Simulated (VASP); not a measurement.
Write the native input for VASP 6.6.1 that does the following.

```yaml
Task: single point
Functional: PBE
Potentials_or_basis: VASP PAW PBE potentials, release 64 (Os, H)
Cutoff: 520 eV
k_mesh: 4 × 3 × 4
Occupations: fermi-dirac, width 0.15 eV
Spin: no spin polarisation
Dipole_correction: no
Further_INCAR_settings: ALGO = Normal; EDIFF = 1e-07; NBANDS = 60
```

The structure of HOs12 (a cell with a defect) lies in POSCAR:

```
HOs12
1.0
    5.4800000000      0.0000000000      0.0000000000
   -4.1100000000      7.1187290000      0.0000000000
    0.0000000000      0.0000000000      4.3264600000
Os H
12 1
Direct
    0.0007427936      0.0005174132     -0.0007123481
    0.1651713314      0.2206120825      0.5001783105
    0.0039733957      0.3311856024      0.0032510686
    0.1737757243      0.5580313668      0.4966758601
    0.0039217636      0.6716155032      0.0036686488
    0.1667627808      0.8893196020      0.5002305339
    0.5000363150     -0.0004456530     -0.0005305452
    0.6626483803      0.2170627105      0.4961377554
    0.4934562624      0.3309912556      0.0030853404
    0.6627415715      0.5576744945      0.4966284593
    0.5018263732      0.6682803976     -0.0005117714
    0.6661746246      0.8883564829      0.5004494078
    0.8348119835      0.4443253417      0.7466897800
```

These files were run (other wordings do the same):

INCAR

```
ALGO = Normal ; EDIFF = 1E-7
ENCUT = 520 ; GGA = PE
ISIF = 2 ; ISMEAR = -1
LASPH = T ; LCHARG = T
LELF = T ; LREAL = F
LVHAR = T ; LWAVE = F
NBANDS = 60 ; NELM = 80
PREC = Accurate ; SIGMA = 0.15
```

KPOINTS

```
k-points
0
Gamma
  4 3 4
```

Potentials or basis: VASP PAW PBE potentials, release 64 (Os, H).

Command:

```bash
$ cat potpaw_PBE.64/Os/POTCAR potpaw_PBE.64/H/POTCAR > POTCAR
$ mpirun -np 1 vasp_std > vasp.out
```

Results of the run:

* Pressure: 11.8 GPa
* Largest force: 0.107 eV/Å
* Band gap on the k mesh: zero (an odd number of electrons rules out a gap without spin polarisation)

Caveat: the k points lie up to 0.36 Å⁻¹ apart, too coarse for converged energies and pressures of a metal; spin-orbit coupling is left out, which moves the levels of the heavy elements.

Wall time 7 min on 1 thread of Intel(R) Xeon(R) Platinum 8488C (Sapphire Rapids), with other jobs on the host, peak memory 0.37 GiB.
